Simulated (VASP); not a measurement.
Runs of VASP 6.6.1 on Sn. The structure is cubic, space group Im-3m (No. 229). The conventional cell has a = 3.789 Å, b = 3.789 Å, c = 3.789 Å, α = 90.00°, β = 90.00°, γ = 90.00°. Within 4.3 Å of Sn (site symmetry m-3m) lie 14 Sn at 3.28 to 3.79 Å. 

```tsv
smearing	gap on the mesh (eV)	pressure (GPa)
fermi-dirac 0.1 eV	none	-2.1
fermi-dirac 0.05 eV	none	(a)
fermi-dirac 0.2 eV	none	-1.9
fermi-dirac 0.3 eV	none	-1.6
```

Alike in all rows: task single point; level PBEsol; potentials or basis VASP PAW PBE potentials, release 64 (Sn_d); no spin polarisation; cell as given; k mesh 10 × 10 × 10; cutoff (eV) 520.

Question: Fill in the values left out.

Answer: (a) -2.2.

Caveats: the PAW data sets were made with another functional, which shifts forces and pressure a little; spin-orbit coupling is left out, which moves the levels of the heavy elements.

A k mesh can miss the band edges, and the runs leave out spin-orbit coupling on Sn.

A gap of «none» marks levels without a gap at the run's occupations.
